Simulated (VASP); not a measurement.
# TaF3 (Pm-3m) in VASP: notebook

TaF3 is run at these levels: r2SCAN50, PBE-based screened hybrid with 25 % exact exchange, PBE+U; tasks: single point, relaxation of cell and atoms.

Program: VASP 6.6.1. These are calculated values, not measurements. Logs are shortened: lines on timing, memory, paths and dates and some standing lists are left out, and cuts for length are marked.

## Step 1: The cell of the first run

Symmetry: Pm-3m, No. 221, cubic system. The conventional cell has a = 3.901 Å, b = 3.901 Å, c = 3.901 Å, α = 90.00°, β = 90.00°, γ = 90.00°. Within 2.6 Å of Ta (site symmetry m-3m) lie 6 F at 1.95 Å. Within 2.6 Å of F (site symmetry 4/mmm) lie 2 Ta at 1.95 Å.

## Step 2: Single point, r2SCAN50

The input, POSCAR:

```
TaF3
1.0
    3.9012000000      0.0000000000      0.0000000000
    0.0000000000      3.9012000000      0.0000000000
    0.0000000000      0.0000000000      3.9012000000
Ta F
1 3
Direct
    0.0000000000      0.0000000000      0.0000000000
    0.0000000000      0.0000000000      0.5000000000
    0.0000000000      0.5000000000      0.0000000000
    0.5000000000      0.0000000000      0.0000000000
```

The input, INCAR.step1:

```
PREC = Accurate ; ENCUT = 520
EDIFF = 1E-5 ; ISMEAR = -1
SIGMA = 0.05 ; LREAL = F
LASPH = T ; NELM = 80
ALGO = Normal ; ISIF = 2
LWAVE = T ; LCHARG = F
NBANDS = 24 ; GGA = PE
```

The input, INCAR.step2:

```
PREC = Accurate ; ENCUT = 520
EDIFF = 1E-6 ; ISMEAR = -1
SIGMA = 0.05 ; LREAL = F
LASPH = T ; NELM = 80
ALGO = Normal ; ISIF = 2
LWAVE = F ; LCHARG = F
METAGGA = R2SCAN ; LHFCALC = T
AEXX = 0.5 ; LMIXTAU = T
PRECFOCK = Normal ; NBANDS = 24
ISTART = 1
```

The input, KPOINTS:

```
regular mesh
0
Gamma
  4 4 4
```

Potentials or basis: VASP PAW PBE potentials, release 64 (Ta_pv, F).

Run with:

```bash
cat potpaw_PBE.64/Ta_pv/POTCAR potpaw_PBE.64/F/POTCAR > POTCAR
cp INCAR.step1 INCAR
mpirun -np 1 vasp_std > vasp.out
cp INCAR.step2 INCAR
mpirun -np 1 vasp_std > vasp.out
```

OUTCAR:

```text
PREC = Accurate
   ENCUT = 520
   EDIFF = 1E-6
   ISMEAR = -1
   LREAL = F
   LASPH = T
   NELM = 80
   ISIF = 2
   METAGGA = R2SCAN
   LHFCALC = T
   AEXX = 0.5
   PRECFOCK = Normal
   ISTART = 1

 ion  position               nearest neighbor table
   1  0.000  0.000  0.000-   2 1.95   3 1.95   4 1.95   2 1.95   3 1.95   4 1.95
   2  0.000  0.000  0.500-   1 1.95   1 1.95
   3  0.000  0.500  0.000-   1 1.95   1 1.95
   4  0.500  0.000  0.000-   1 1.95   1 1.95

  LATTYP: Found a simple cubic cell.
 ALAT       =     3.9012000000

  Lattice vectors:

 A1 = (   3.9012000000,   0.0000000000,   0.0000000000)
 A2 = (   0.0000000000,   3.9012000000,   0.0000000000)
 A3 = (   0.0000000000,   0.0000000000,   3.9012000000)

Analysis of symmetry for initial positions (statically):
=====================================================================
 Subroutine PRICEL returns:
 Original cell was already a primitive cell.

 Routine SETGRP: Setting up the symmetry group for a
 simple cubic supercell.

 Subroutine GETGRP returns: Found 48 space group operations
 (whereof 48 operations were pure point group operations)
 out of a pool of 48 trial point group operations.

The static configuration has the point symmetry O_h .

Analysis of symmetry for dynamics (positions and initial velocities):
=====================================================================
 Subroutine PRICEL returns:
 Original cell was already a primitive cell.

 Routine SETGRP: Setting up the symmetry group for a
 simple cubic supercell.

 Subroutine GETGRP returns: Found 48 space group operations
 (whereof 48 operations were pure point group operations)
 out of a pool of 48 trial point group operations.

The dynamic configuration has the point symmetry O_h .

 Subroutine INISYM returns: Found 48 space group operations
 (whereof 48 operations are pure point group operations),
 and found     1 'primitive' translations

----------------------------------------------------------------------------------------

                                     Primitive cell

  volume of cell :      59.3738

  direct lattice vectors                    reciprocal lattice vectors
     3.901200000  0.000000000  0.000000000     0.256331385  0.000000000  0.000000000
     0.000000000  3.901200000  0.000000000     0.000000000  0.256331385  0.000000000
     0.000000000  0.000000000  3.901200000     0.000000000  0.000000000  0.256331385

  length of vectors
     3.901200000  3.901200000  3.901200000     0.256331385  0.256331385  0.256331385

  position of ions in fractional coordinates (direct lattice)
     0.000000000  0.000000000  0.000000000
     0.000000000  0.000000000  0.500000000
     0.000000000  0.500000000  0.000000000
     0.500000000  0.000000000  0.000000000

  ion indices of the primitive-cell ions
   primitive index   ion index
                 1           1
                 2           2
                 3           3
                 4           4

----------------------------------------------------------------------------------------

 KPOINTS: regular mesh

Automatic generation of k-mesh.
 Grid dimensions read from file:
 generate k-points for:    4    4    4

 Generating k-lattice:

  Cartesian coordinates                     Fractional coordinates (reciprocal lattice)
     0.064082846  0.000000000  0.000000000     0.250000000  0.000000000  0.000000000
     0.000000000  0.064082846  0.000000000     0.000000000  0.250000000  0.000000000
     0.000000000  0.000000000  0.064082846     0.000000000  0.000000000  0.250000000

  Length of vectors
     0.064082846  0.064082846  0.064082846

  Shift w.r.t. Gamma in fractional coordinates (k-lattice)
     0.000000000  0.000000000  0.000000000

 Subroutine IBZKPT returns following result:
 ===========================================

 Found     10 irreducible k-points:

 Following reciprocal coordinates:
            Coordinates               Weight
  0.000000  0.000000  0.000000      1.000000
  0.250000  0.000000  0.000000      6.000000
  0.500000  0.000000  0.000000      3.000000
  0.250000  0.250000  0.000000     12.000000
  0.500000  0.250000  0.000000     12.000000
  0.500000  0.500000  0.000000      3.000000
  0.250000  0.250000  0.250000      8.000000
  0.500000  0.250000  0.250000     12.000000
  0.500000  0.500000  0.250000      6.000000
  0.500000  0.500000  0.500000      1.000000
   k-points           NKPTS =     10   k-points in BZ     NKDIM =     64   number of bands    NBANDS=     24
   number of dos      NEDOS =    301   number of ions     NIONS =      4
   total plane-waves  NPLWV =  27000
   dimension x,y,z NGX =    30 NGY =   30 NGZ =   30
   dimension x,y,z NGXF=    60 NGYF=   60 NGZF=   60
   ions per type =               1   3
   NGX,Y,Z   is equivalent  to a cutoff of  12.78, 12.78, 12.78 a.u.
   NGXF,Y,Z  is equivalent  to a cutoff of  25.57, 25.57, 25.57 a.u.
 SYSTEM =  unknown system
   PREC   = accura    normal or accurate (medium, high low for compatibility)
   ISTART =      1    job   : 0-new  1-cont  2-samecut
   ICHARG =      0    charge: 1-file 2-atom 10-const
   ISPIN  =      1    spin polarized calculation?
   LNONCOLLINEAR =      F non collinear calculations
   LSORBIT =      F    spin-orbit coupling
   LASPH  =      T    aspherical Exc in radial PAW
   ENCUT  =  520.0 eV  38.22 Ry    6.18 a.u.   7.25  7.25  7.25*2*pi/ulx,y,z
   NELM   =     80;   NELMIN=  2; NELMDL=  0     # of ELM steps
   EDIFF  = 0.1E-05   stopping-criterion for ELM
   LREAL  =      F    real-space projection
   EDIFFG = 0.1E-04   stopping-criterion for IOM
   NSW    =      0    number of steps for IOM
   IBRION =     -1    ionic relax: 0-MD 1-quasi-New 2-CG
   NFREE  =      0    steps in history (QN), initial steepest desc. (CG)
   ISIF   =      2    stress and relaxation
   ISYM   =      3    0-nonsym 1-usesym 2-fastsym
   POTIM  = 0.5000    time-step for ionic-motion
   TEBEG  =    0.0;   TEEND  =   0.0 temperature during run
   PSTRESS=    0.0 pullay stress
   NELECT =      32.0000    total number of electrons
   NUPDOWN=      -1.0000    fix difference up-down
   EMIN   =  10.00;   EMAX   =-10.00  energy-range for DOS
   EFERMI =   0.00;   METHOD = LEGACY
   ISMEAR =    -1;   SIGMA  =   0.05  broadening in eV -4-tet -1-fermi 0-gaus
[... 9 lines left out ...]
   METAGGA = R2SCAN    functional components
   LHFCALC =     T    Hartree Fock is set to
   PRECFOCK=normal    Normal, Fast or Accurate (Low or Medium for compatibility)
   ENCUT4O =  -1.0   cutoff for four orbital integrals eV
   NKREDX  =     1    reduce k-point grid by
   NKREDY  =     1    reduce k-point grid by
   NKREDZ  =     1    reduce k-point grid by
   AEXX    =    0.5000 exact exchange contribution
   HFSCREEN=    0.0000 screening length (either q_TF or 0.3 A-1)
   HFSCREENC=   0.0000 screening length for correlation (either q_TF or 0.3 A-1)
   ENCUTFOCK=  -1.0 apply spherical cutoff to Coloumb kernel
   IVDW    =     0    specifies the selected vdW correction
   LEPSILON=     F    determine dielectric tensor
   LRPA    =     F    only Hartree local field effects (RPA)
 non-spin polarized calculation
  energy-cutoff  :      520.00
  volume of cell :       59.37
 maximum number of plane-waves:      1628
 NGX is ok and might be reduce to    30
  NGX = 24; NGY = 24; NGZ = 24

 number of electron      32.0000001 magnetization

 Free energy of the ion-electron system (eV)
  ---------------------------------------------------
  ext. energy  EPLUGINS =         0.00000000
  ---------------------------------------------------
  free energy    TOTEN  =       -64.53555944 eV

  energy without entropy =      -64.52727769  energy(sigma->0) =      -64.53141856

 E-fermi :   5.5961     XC(G=0):  -5.3583

 val. band max:        4.6098580930   @ k =   0.0000   0.0000   0.0000
 cond. band min:       5.6216508934   @ k =   0.2500   0.2500   0.2500
 fundamental gap:      1.0117928004
 Fermi energy:         5.5960904982

 k-point     1 :       0.0000    0.0000    0.0000
  band No.  band energies     occupation
      1     -38.9207      2.00000
      2     -38.9207      2.00000
      3     -38.9207      2.00000
      4     -32.1758      2.00000
      5     -31.8410      2.00000
      6     -31.8410      2.00000
[... 16 lines left out ...]
     23      15.3101      0.00000
     24      16.2272      0.00000

 k-point     2 :       0.2500    0.0000    0.0000
  band No.  band energies     occupation
      1     -39.2470      2.00000
      2     -38.9231      2.00000
      3     -38.9231      2.00000
      4     -32.0738      2.00000
      5     -31.8383      2.00000
      6     -31.1264      2.00000
[... 16 lines left out ...]
     23      15.8518      0.00000
     24      16.5257      0.00000

 k-point     3 :       0.5000    0.0000    0.0000
  band No.  band energies     occupation
      1     -39.5319      2.00000
      2     -38.9264      2.00000
      3     -38.9264      2.00000
      4     -32.0566      2.00000
      5     -31.8349      2.00000
      6     -30.3174      2.00000
[... 16 lines left out ...]
     23      16.5140      0.00000
     24      18.0338      0.00000

 k-point     4 :       0.2500    0.2500    0.0000
  band No.  band energies     occupation
      1     -39.2530      2.00000
      2     -39.2454      2.00000
      3     -38.9259      2.00000
      4     -31.9621      2.00000
      5     -31.1786      2.00000
      6     -31.0796      2.00000
[... 16 lines left out ...]
     23      13.7404      0.00000
     24      16.6578      0.00000

 k-point     5 :       0.5000    0.2500    0.0000
  band No.  band energies     occupation
      1     -39.5324      2.00000
      2     -39.2493      2.00000
      3     -38.9299      2.00000
      4     -31.9500      2.00000
      5     -31.1267      2.00000
      6     -30.3150      2.00000
[... 16 lines left out ...]
     23      14.4361      0.00000
     24      16.5580      0.00000

 k-point     6 :       0.5000    0.5000    0.0000
  band No.  band energies     occupation
      1     -39.5316      2.00000
      2     -39.5316      2.00000
      3     -38.9344      2.00000
      4     -31.9390      2.00000
      5     -30.3127      2.00000
      6     -30.3126      2.00000
[... 16 lines left out ...]
     23      15.5397      0.00000
     24      15.5746      0.00000

 k-point     7 :       0.2500    0.2500    0.2500
  band No.  band energies     occupation
      1     -39.2590      2.00000
      2     -39.2484      2.00000
      3     -39.2484      2.00000
      4     -31.2500      2.00000
      5     -31.0774      2.00000
      6     -31.0774      2.00000
[... 16 lines left out ...]
     23      14.0735      0.00000
     24      14.0735      0.00000

 k-point     8 :       0.5000    0.2500    0.2500
  band No.  band energies     occupation
      1     -39.5334      2.00000
      2     -39.2564      2.00000
      3     -39.2490      2.00000
      4     -31.1895      2.00000
      5     -31.0745      2.00000
      6     -30.3128      2.00000
[... 16 lines left out ...]
     23      14.6605      0.00000
     24      15.2950      0.00000

 k-point     9 :       0.5000    0.5000    0.2500
  band No.  band energies     occupation
      1     -39.5331      2.00000
      2     -39.5331      2.00000
      3     -39.2540      2.00000
      4     -31.1293      2.00000
      5     -30.3105      2.00000
      6     -30.3105      2.00000
[... 16 lines left out ...]
     23      15.5117      0.00000
     24      15.5790      0.00000

 k-point    10 :       0.5000    0.5000    0.5000
  band No.  band energies     occupation
      1     -39.5331      2.00000
      2     -39.5331      2.00000
      3     -39.5331      2.00000
      4     -30.3080      2.00000
      5     -30.3080      2.00000
      6     -30.3080      2.00000
[... 16 lines left out ...]
     23      15.5760      0.00000
     24      15.6211      0.00000

------------------------ aborting loop because EDIFF is reached ----------------------------------------

  FORCE on cell =-STRESS in cart. coord.  units (eV):
  Direction    XX          YY          ZZ          XY          YZ          ZX
  --------------------------------------------------------------------------------------
  -------------------------------------------------------------------------------------
  Total        6.8012244      6.8012244      6.8012244      0.0000000     -0.0000000      0.0000000
  in kB      183.5283001    183.5283001    183.5283001      0.0000000     -0.0000000      0.0000000
  external PRESSURE =     183.5283001 kB  Pullay stress =       0.0000000 kB

 VOLUME and BASIS-vectors are now :
 -----------------------------------------------------------------------------
  energy-cutoff  :      520.00
  volume of cell :       59.37
      direct lattice vectors                 reciprocal lattice vectors
     3.901200000  0.000000000  0.000000000     0.256331385  0.000000000  0.000000000
     0.000000000  3.901200000  0.000000000     0.000000000  0.256331385  0.000000000
     0.000000000  0.000000000  3.901200000     0.000000000  0.000000000  0.256331385

 POSITION                                       TOTAL-FORCE (eV/Angst)
 -----------------------------------------------------------------------------------
      0.00000      0.00000      0.00000         0.000000      0.000000      0.000000
      0.00000      0.00000      1.95060         0.000000      0.000000      0.000000
      0.00000      1.95060      0.00000         0.000000      0.000000      0.000000
      1.95060      0.00000      0.00000         0.000000      0.000000      0.000000
 -----------------------------------------------------------------------------------
    total drift:                               -0.000007     -0.000004     -0.000002

  FREE ENERGIE OF THE ION-ELECTRON SYSTEM (eV)
  ---------------------------------------------------
  free  energy   TOTEN  =       -64.5355594397 eV

  energy  without entropy=      -64.5272776888  energy(sigma->0) =      -64.53141856
```

It took 51 min on 1 thread of Intel Xeon 8259CL, shared host; peak memory 0.2 GiB.

What came out:

| Item | Value |
| --- | --- |
| Free energy | -64.5356 eV |
| Pressure | 18.4 GPa |
| Band gap on the k mesh | zero (bands 16 and 17 overlap by 5.81 eV) |

Caveat: the k points lie up to 0.40 Å⁻¹ apart, too coarse for converged energies and pressures of a metal; the PAW data sets were made with another functional, which shifts forces and pressure a little; spin-orbit coupling is left out, which moves the levels of the heavy elements.

## Step 3: Single point, PBE-based screened hybrid with 25 % exact exchange

POSCAR is that of step 2.

The input, INCAR.step1:

```
  ALGO = Normal
  EDIFF = 1E-5
  ENCUT = 520
  GGA = PE
  ISIF = 2
  ISMEAR = -1
  LASPH = T
  LCHARG = F
  LREAL = F
  LWAVE = T
  NBANDS = 24
  NELM = 100
  PREC = Accurate
  SIGMA = 0.05
```

The input, INCAR.step2:

```
  AEXX = 0.25
  ALGO = Normal
  EDIFF = 1E-7
  ENCUT = 520
  GGA = PE
  HFSCREEN = 0.3
  ISIF = 2
  ISMEAR = -1
  ISTART = 1
  LASPH = T
  LCHARG = F
  LHFCALC = T
  LREAL = F
  LWAVE = F
  NBANDS = 24
  NELM = 100
  PREC = Accurate
  PRECFOCK = Normal
  SIGMA = 0.05
```

The input, KPOINTS:

```
k-points
0
Gamma
  4 4 4
```

Potentials or basis: VASP PAW PBE potentials, release 64 (Ta_pv, F).

Run with:

```bash
cat potpaw_PBE.64/Ta_pv/POTCAR potpaw_PBE.64/F/POTCAR > POTCAR
cp INCAR.step1 INCAR
mpirun -np 1 vasp_std > vasp.out
cp INCAR.step2 INCAR
mpirun -np 1 vasp_std > vasp.out
```

It took 62 min on 1 thread of Intel Xeon 8259CL, shared host; peak memory 0.29 GiB.

It converged, with:

| Item | Value |
| --- | --- |
| Free energy | -31.4953 eV |
| Pressure | 22.6 GPa |
| Band gap on the k mesh | zero (bands 16 and 17 overlap by 3.41 eV) |

Levels at points of the mesh, in eV from the Fermi level:
| k point | band 11 | band 12 | band 13 | band 14 | band 15 | band 16 | band 17 | band 18 | band 19 | band 20 |
| --- | --- | --- | --- | --- | --- | --- | --- | --- | --- | --- |
| (0.00, 0.00, 0.00) | -11.04 | -11.04 | -10.93 | -10.93 | -10.93 | -1.55 | -1.55 | -1.55 | -0.41 | 3.05 |
| (0.50, 0.00, 0.00) | -11.69 | -11.69 | -11.18 | -10.96 | -10.96 | -1.46 | 0.26 | 0.26 | 2.47 | 2.54 |
| (0.50, 0.50, 0.00) | -11.82 | -11.42 | -11.42 | -11.42 | -10.34 | 0.37 | 0.37 | 1.55 | 3.78 | 4.91 |
| (0.50, 0.50, 0.50) | -13.21 | -13.21 | -10.34 | -10.34 | -10.34 | 1.85 | 1.85 | 1.85 | 3.66 | 8.01 |

Caveat: the k points lie up to 0.40 Å⁻¹ apart, too coarse for converged energies and pressures of a metal; the PAW data sets were made with another functional, which shifts forces and pressure a little; spin-orbit coupling is left out, which moves the levels of the heavy elements.

## Step 4: Relaxation of cell and atoms, PBE+U

The input, INCAR:

```
SYSTEM = TaF3
ALGO = Normal
EDIFF = 1E-7
EDIFFG = -0.01
ENCUT = 700
GGA = PE
GGA_COMPAT = .False.
IBRION = 2
ISIF = 3
ISMEAR = -1
LASPH = .True.
LCHARG = .False.
LDAU = .True.
LDAUJ = 0 0
LDAUL = 2 -1
LDAUPRINT = 1
LDAUTYPE = 2
LDAUU = 6 0
LMAXMIX = 4
LREAL = .False.
LWAVE = .False.
NELM = 200
NELMIN = 4
NSW = 60
PREC = Accurate
SIGMA = 0.05
```

The input, KPOINTS:

```
k-points
0
Gamma
  7 7 7
  0 0 0
```

POSCAR is that of step 3.

Potentials or basis: VASP PAW PBE potentials, release 64 (Ta_sv_GW, F).

Run with:

```bash
cat potpaw_PBE.64/Ta_sv_GW/POTCAR potpaw_PBE.64/F/POTCAR > POTCAR
mpirun -np 1 vasp_std > vasp.out
```

Run time: 3.3 min. Hardware: 1 thread of AMD EPYC 9R14 (Zen 4), shared host; peak memory 0.2 GiB.

Results (log left out):

```yaml
Free_energy: -24.2842 eV
Relaxed_volume: 18.37 Å³/atom
Relaxed_cell: a = 4.188 Å, b = 4.188 Å, c = 4.188 Å, α = 90.00°, β = 90.00°, γ = 90.00°
Space_group_after_relaxing_to_0.1_Å: Pm-3m (No. 221)
Energy_gained_by_relaxing: 299.1 meV/atom
Ionic_steps: 4
Pressure_after_relaxing: -0.1 GPa
Band_gap_on_the_k_mesh: zero (bands 17 and 18 overlap by 1.88 eV)
```

Step by step:
```csv
step,energy change (eV),largest force (eV/Å),pressure (GPa),volume (Å³)
1,0.0000,0.0000,33.24,59.37
2,-0.4293,0.0000,-12.38,89.97
3,-1.1961,0.0000,-0.45,73.78
4,-1.1966,0.0000,-0.05,73.47
```

Final structure:
```yaml
crystal:
  lattice:
    - [4.18826, 0.00000, 0.00000]
    - [0.00000, 4.18826, 0.00000]
    - [0.00000, 0.00000, 4.18826]
  atoms:
    - { symbol: Ta, position: [0.00000, 0.00000, 0.00000] }
    - { symbol: F, position: [0.00000, 0.00000, 0.50000] }
    - { symbol: F, position: [0.00000, 0.50000, 0.00000] }
    - { symbol: F, position: [0.50000, 0.00000, 0.00000] }
```

Levels at points of the mesh, in eV from the Fermi level:
```csv
k point,band 14,band 15,band 16,band 17,band 18,band 19,band 20,band 21
"(0.00, 0.00, 0.00)",-8.11,-8.11,-8.11,-0.80,-0.80,-0.80,-0.57,2.51
```

Eigenvalues of the final occupation matrices:
| site | spin | trace | eigenvalues |
| --- | --- | --- | --- |
| site 1 d | 1 | 1.04 | 0.11 0.11 0.27 0.27 0.27 |
| site 1 d | 2 | 1.04 | 0.11 0.11 0.27 0.27 0.27 |

Caveat: the volume moved by over 15 % at a fixed basis, so the end points are rough; spin-orbit coupling is left out, which moves the levels of the heavy elements; U without spin polarisation on a metal has little footing.

## Step 5: Summary

```csv
task,level,potentials or basis,U,cell,k mesh,cutoff (eV),grid for exact exchange (PRECFOCK),share of exact exchange,screening parameter,gap on the mesh (eV),pressure (GPa)
single point,r2SCAN50,"VASP PAW PBE potentials, release 64 (Ta_pv, F)",-,as given,4 × 4 × 4,520,Normal,0.5,-,none,18.4
single point,PBE-based screened hybrid with 25 % exact exchange,"VASP PAW PBE potentials, release 64 (Ta_pv, F)",-,as given,4 × 4 × 4,520,Normal,0.25,0.3 1/Å,none,22.6
relaxation of cell and atoms,PBE+U,"VASP PAW PBE potentials, release 64 (Ta_sv_GW, F)",Ta d U = 6.0 eV,relaxed,7 × 7 × 7,700,-,-,-,none,-0.1
```

Alike in all rows: no spin polarisation; smearing fermi-dirac 0.05 eV.

Caveats: some runs use coarse meshes; spin-orbit coupling is left out, which moves the levels of the heavy elements; the PAW data sets were made with another functional, which shifts forces and pressure a little (at least some runs); the volume moved by over 15 % at a fixed basis, so the end points are rough (at least some runs); U without spin polarisation on a metal has little footing (at least some runs).

Absolute energies hang on the potentials; compare differences alone.

The gap in the log of VASP goes by the Fermi energy; the results here count the filled bands.